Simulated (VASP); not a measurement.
Here is a VASP 6.6.1 calculation.

The input INCAR:

```
SYSTEM = Pt
  PREC = Accurate
  ENCUT = 520
  EDIFF = 1E-6
  ISMEAR = -1
  SIGMA = 0.05
  LREAL = .FALSE.
  LASPH = .TRUE.
  NELM = 100
  ALGO = Normal
  ISIF = 2
  LWAVE = .FALSE.
  LCHARG = .FALSE.
  GGA = PS
  NBANDS = 11
```

File KPOINTS:

```
Automatic mesh
0
G
  12 12 12
  0 0 0
```

File POSCAR:

```
Pt
1.0
    0.0000000000      1.9053589769      1.9053589769
    1.9053589769      0.0000000000      1.9053589769
    1.9053589769      1.9053589769      0.0000000000
Pt
1
Direct
    0.0000000000      0.0000000000      0.0000000000
```

Potentials or basis: VASP PAW PBE potentials, release 64 (Pt).

Launch:

```console
$ cat potpaw_PBE.64/Pt/POTCAR > POTCAR
$ mpirun -np 1 vasp_std > vasp.out
```

**Question.** Predict the band gap on the k mesh.

**Answer.** Zero (band 5 reaches 13.45 eV, above the bottom of band 6 at 10.84 eV).

**Question.** Estimate the pressure.

**Answer.** 29.7 GPa.

Caveat: the PAW data sets were made with another functional, which shifts forces and pressure a little; spin-orbit coupling is left out, which moves the levels of the heavy elements.
